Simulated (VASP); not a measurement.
# Li3B (P6_3/mmc) in VASP: further runs, part 2 of 2

VASP 6.6.1.

### Step 3. Relaxation of cell and atoms, PBE

This run uses another cell than the first one, of 11.83 Å³/atom.

INCAR reads:

```
PREC = Accurate ; ENCUT = 600
EDIFF = 1E-6 ; ISMEAR = 0
SIGMA = 0.1 ; LREAL = F
LASPH = T ; NELM = 80
ALGO = Fast ; ISIF = 3
LWAVE = F ; LCHARG = F
GGA = PE ; IBRION = 2
NSW = 100 ; EDIFFG = -0.01
```

KPOINTS reads:

```
Automatic mesh
0
Gamma
  12 12 10
```

POSCAR reads:

```
Li3B
1.0
    5.1831237263      0.0000000000      0.0000000000
   -2.5915618632      4.4887168180      0.0000000000
    0.0000000000      0.0000000000      4.0692584018
Li B
6 2
Direct
    0.8189863754      0.6379727509      0.2500000000
    0.1810136246      0.8189863754      0.7500000000
    0.3620272491      0.1810136246      0.2500000000
    0.1810136246      0.3620272491      0.7500000000
    0.8189863754      0.1810136246      0.2500000000
    0.6379727509      0.8189863754      0.7500000000
    0.3333333333      0.6666666667      0.2500000000
    0.6666666667      0.3333333333      0.7500000000
```

Potentials or basis: VASP PAW PBE potentials, release 64 (Li_sv, B).

Started as:

```sh
$ cat potpaw_PBE.64/Li_sv/POTCAR potpaw_PBE.64/B/POTCAR > POTCAR
$ mpirun -np 1 vasp_std > vasp.out
```

OUTCAR:

```text
PREC = Accurate
   ENCUT = 600
   EDIFF = 1E-6
   ISMEAR = 0
   LREAL = F
   LASPH = T
   NELM = 80
   ISIF = 3
   GGA = PE
   IBRION = 2
   NSW = 100
   EDIFFG = -0.01

 ion  position               nearest neighbor table
   1  0.819  0.638  0.250-   3 2.37   5 2.37   6 2.60   6 2.60   2 2.60   2 2.60
   2  0.181  0.819  0.750-   6 2.37   4 2.37   1 2.60   1 2.60   3 2.60   3 2.60
   3  0.362  0.181  0.250-   5 2.37   1 2.37   4 2.60   4 2.60   2 2.60   2 2.60
   4  0.181  0.362  0.750-   6 2.37   2 2.37   3 2.60   3 2.60   5 2.60   5 2.60
   5  0.819  0.181  0.250-   3 2.37   1 2.37   4 2.60   4 2.60   6 2.60   6 2.60
   6  0.638  0.819  0.750-   2 2.37   4 2.37   1 2.60   1 2.60   5 2.60   5 2.60
   7  0.333  0.667  0.250-
   8  0.667  0.333  0.750-

  LATTYP: Found a hexagonal cell.
 ALAT       =     5.1831237263
 C/A-ratio  =     0.7850976779

  Lattice vectors:

 A1 = (   5.1831237263,   0.0000000000,   0.0000000000)
 A2 = (  -2.5915618632,   4.4887168180,   0.0000000000)
 A3 = (   0.0000000000,   0.0000000000,   4.0692584018)

Analysis of symmetry for initial positions (statically):
=====================================================================
 Subroutine PRICEL returns:
 Original cell was already a primitive cell.

 Routine SETGRP: Setting up the symmetry group for a
 hexagonal supercell.

 Subroutine GETGRP returns: Found 24 space group operations
 (whereof 12 operations were pure point group operations)
 out of a pool of 24 trial point group operations.

The static configuration has the point symmetry D_3d.
 The point group associated with its full space group is D_6h.

Analysis of symmetry for dynamics (positions and initial velocities):
=====================================================================
 Subroutine PRICEL returns:
 Original cell was already a primitive cell.

 Routine SETGRP: Setting up the symmetry group for a
 hexagonal supercell.

 Subroutine GETGRP returns: Found 24 space group operations
 (whereof 12 operations were pure point group operations)
 out of a pool of 24 trial point group operations.

The dynamic configuration has the point symmetry D_3d.
 The point group associated with its full space group is D_6h.

 Subroutine INISYM returns: Found 24 space group operations
 (whereof 12 operations are pure point group operations),
 and found     1 'primitive' translations

----------------------------------------------------------------------------------------

                                     Primitive cell

  volume of cell :      94.6736

  direct lattice vectors                    reciprocal lattice vectors
     5.183123726  0.000000000  0.000000000     0.192933847  0.111390409  0.000000000
    -2.591561863  4.488716818  0.000000000     0.000000000  0.222780817  0.000000000
     0.000000000  0.000000000  4.069258402     0.000000000  0.000000000  0.245745023

  length of vectors
     5.183123726  5.183123726  4.069258402     0.222780817  0.222780817  0.245745023

  position of ions in fractional coordinates (direct lattice)
     0.818986375  0.637972751  0.250000000
     0.181013625  0.818986375  0.750000000
     0.362027249  0.181013625  0.250000000
     0.181013625  0.362027249  0.750000000
     0.818986375  0.181013625  0.250000000
[... 47 lines left out ...]
  0.333333  0.000000  0.000000      6.000000
  0.416667  0.000000  0.000000      6.000000
[... 16 lines left out ...]
  0.250000  0.000000  0.100000     12.000000
  0.333333  0.000000  0.100000     12.000000
 [... further k-points ...]
   k-points           NKPTS =    114   k-points in BZ     NKDIM =    114   number of bands    NBANDS=     17
   number of dos      NEDOS =    301   number of ions     NIONS =      8
   total plane-waves  NPLWV =  63504
   dimension x,y,z NGX =    42 NGY =   42 NGZ =   36
   dimension x,y,z NGXF=    84 NGYF=   84 NGZF=   72
   ions per type =               6   2
   NGX,Y,Z   is equivalent  to a cutoff of  13.47, 13.47, 14.71 a.u.
   NGXF,Y,Z  is equivalent  to a cutoff of  26.94, 26.94, 29.41 a.u.
 SYSTEM =  unknown system
   PREC   = accura    normal or accurate (medium, high low for compatibility)
   ISTART =      0    job   : 0-new  1-cont  2-samecut
   ICHARG =      2    charge: 1-file 2-atom 10-const
   ISPIN  =      1    spin polarized calculation?
   LNONCOLLINEAR =      F non collinear calculations
   LSORBIT =      F    spin-orbit coupling
   LASPH  =      T    aspherical Exc in radial PAW
   ENCUT  =  600.0 eV  44.10 Ry    6.64 a.u.  10.35 10.35  8.13*2*pi/ulx,y,z
   NELM   =     80;   NELMIN=  2; NELMDL= -5     # of ELM steps
   EDIFF  = 0.1E-05   stopping-criterion for ELM
   LREAL  =      F    real-space projection
   EDIFFG = -.1E-01   stopping-criterion for IOM
   NSW    =    100    number of steps for IOM
   IBRION =      2    ionic relax: 0-MD 1-quasi-New 2-CG
   NFREE  =      1    steps in history (QN), initial steepest desc. (CG)
   ISIF   =      3    stress and relaxation
   ISYM   =      2    0-nonsym 1-usesym 2-fastsym
   POTIM  = 0.5000    time-step for ionic-motion
   TEBEG  =    0.0;   TEEND  =   0.0 temperature during run
   PSTRESS=    0.0 pullay stress
   NELECT =      24.0000    total number of electrons
   NUPDOWN=      -1.0000    fix difference up-down
   EMIN   =  10.00;   EMAX   =-10.00  energy-range for DOS
   EFERMI =   0.00;   METHOD = LEGACY
   ISMEAR =     0;   SIGMA  =   0.10  broadening in eV -4-tet -1-fermi 0-gaus
   EFERMI_NEDOS =   21; number of points for ismear=-14 and -15
   IALGO  =     68    algorithm
   IMIX   =      4    mixing-type and parameters
     AMIX     =   0.40;   BMIX     =  1.00
     AMIX_MAG =   1.60;   BMIX_MAG =  1.00
  volume/ion in A,a.u.               =      11.83        79.86
  Fermi-wavevector in a.u.,A,eV,Ry     =   1.036101  1.957948 14.605935  1.073506
  Thomas-Fermi vector in A             =   2.170476
   LORBIT       =      0    0 simple, 1 ext, 2 COOP (PROOUT), +10 PAW based schemes
   GGA     = PE    functional components
   LHFCALC =     F    Hartree Fock is set to
   AEXX    =    0.0000 exact exchange contribution
   IVDW    =     0    specifies the selected vdW correction
   LEPSILON=     F    determine dielectric tensor
   LRPA    =     F    only Hartree local field effects (RPA)
 conjugate gradient relaxation of ions
 non-spin polarized calculation
 RMM-DIIS sequential band-by-band and
 Gauss-broadening in eV      SIGMA  =   0.10
  energy-cutoff  :      600.00
  volume of cell :       94.67
 maximum number of plane-waves:      3184
 NGX is ok and might be reduce to    42
   NGX = 21   NGY = 21   NGZ = 17

--------------------------------------- Ionic step        1  -------------------------------------------

 number of electron      23.9999994 magnetization

 Free energy of the ion-electron system (eV)
  ---------------------------------------------------
  ext. energy  EPLUGINS =         0.00000000
  ---------------------------------------------------
  free energy    TOTEN  =       -21.57620341 eV

  energy without entropy =      -21.55772191  energy(sigma->0) =      -21.56696266

------------------------ aborting loop because EDIFF is reached ----------------------------------------

  FORCE on cell =-STRESS in cart. coord.  units (eV):
  Direction    XX          YY          ZZ          XY          YZ          ZX
  --------------------------------------------------------------------------------------
  -------------------------------------------------------------------------------------
  Total       -0.0493627     -0.0493627      0.2522413      0.0000000      0.0000000     -0.0000000
  in kB       -0.8353734     -0.8353734      4.2687214      0.0000000      0.0000000     -0.0000000
  external PRESSURE =       0.8659915 kB  Pullay stress =       0.0000000 kB
[... 113 lines left out ...]
--------------------------------------- Ionic step        4  -------------------------------------------

 number of electron      24.0000015 magnetization

 Free energy of the ion-electron system (eV)
  ---------------------------------------------------
  ext. energy  EPLUGINS =         0.00000000
  ---------------------------------------------------
  free energy    TOTEN  =       -21.57747506 eV

  energy without entropy =      -21.55872609  energy(sigma->0) =      -21.56810058

 E-fermi :   2.0663     XC(G=0):  -8.8440

 val. band max:        2.0530973346   @ k =   0.2500   0.1667   0.3000
 cond. band min:       2.0675812163   @ k =   0.0833   0.0000   0.3000
 fundamental gap:      0.0144838817
 Fermi energy:         2.0663100232

 k-point     1 :       0.0000    0.0000    0.0000
  band No.  band energies     occupation
      1     -43.3290      2.00000
      2     -43.2572      2.00000
      3     -43.2344      2.00000
      4     -43.2344      2.00000
      5     -43.2029      2.00000
      6     -43.2029      2.00000
[... 457 lines left out ...]
      4     -43.2345      2.00000
      5     -43.2029      2.00000
      6     -43.2021      2.00000
[... 9 lines left out ...]
     16       6.3454      0.00000
     17       7.2951      0.00000

 [... further k-points ...]
[... 5 lines left out ...]
  --------------------------------------------------------------------------------------
  -------------------------------------------------------------------------------------
  Total       -0.0411558     -0.0411558     -0.0276447      0.0000000      0.0000000     -0.0000000
  in kB       -0.6952232     -0.6952232     -0.4669878      0.0000000      0.0000000     -0.0000000
  external PRESSURE =      -0.6191447 kB  Pullay stress =       0.0000000 kB
[... 23 lines left out ...]
  FREE ENERGIE OF THE ION-ELECTRON SYSTEM (eV)
  ---------------------------------------------------
  free  energy   TOTEN  =       -21.5774750620 eV

  energy  without entropy=      -21.5587260932  energy(sigma->0) =      -21.56810058

 reached required accuracy - stopping structural energy minimisation
```

Wall time 6.9 min (1 thread of Intel Xeon 6975P-C (Granite Rapids), shared host); peak memory 0.37 GiB.

What came out:

| Property | Result |
| --- | --- |
| Free energy | -21.5775 eV |
| Relaxed volume | 11.86 Å³/atom |
| Relaxed cell | a = 5.172 Å, b = 5.172 Å, c = 4.094 Å, α = 90.00°, β = 90.00°, γ = 120.00° |
| Space group after relaxing (to 0.1 Å) | P6_3/mmc (No. 194) |
| Energy gained by relaxing | 0.2 meV/atom |
| Ionic steps | 4 |
| Pressure after relaxing | -0.1 GPa |
| Band gap on the k mesh | zero (bands 12 and 13 overlap by 1.41 eV) |

Step by step:
```csv
step,energy change (eV),largest force (eV/Å),pressure (GPa),volume (Å³)
1,0.0000,0.0267,0.09,94.67
2,-0.0005,0.0202,0.03,94.76
3,-0.0012,0.0015,-0.12,95.01
4,-0.0013,0.0013,-0.06,94.85
```

Final structure:
```
CELL_PARAMETERS angstrom
5.17236 0.00000 0.00000
-2.58618 4.47939 0.00000
0.00000 0.00000 4.09364
ATOMIC_POSITIONS crystal
Li 0.81957 0.63915 0.25000
Li 0.18043 0.81957 0.75000
Li 0.36085 0.18043 0.25000
Li 0.18043 0.36085 0.75000
Li 0.81957 0.18043 0.25000
Li 0.63915 0.81957 0.75000
B 0.33333 0.66667 0.25000
B 0.66667 0.33333 0.75000
```

Levels at points of the mesh, in eV from the Fermi level:
| k point | band 9 | band 10 | band 11 | band 12 | band 13 | band 14 | band 15 | band 16 |
| --- | --- | --- | --- | --- | --- | --- | --- | --- |
| (0.00, 0.00, 0.00) | -1.58 | -1.58 | -1.23 | -0.38 | 0.53 | 0.53 | 1.99 | 4.64 |
| (0.50, 0.00, 0.00) | -1.98 | -1.81 | -0.21 | 0.60 | 1.27 | 1.71 | 1.83 | 4.31 |
| (0.00, 0.00, 0.50) | -0.65 | -0.65 | -0.64 | -0.64 | -0.64 | -0.64 | 1.73 | 1.73 |
| (0.50, 0.00, 0.50) | -2.25 | -2.25 | -0.58 | -0.58 | -0.16 | -0.16 | 3.56 | 3.56 |

Caveat: the cutoff is under 1.25 times the usual one of these potentials, so pressure, stress and relaxed cells hold a basis-set (Pulay) error.
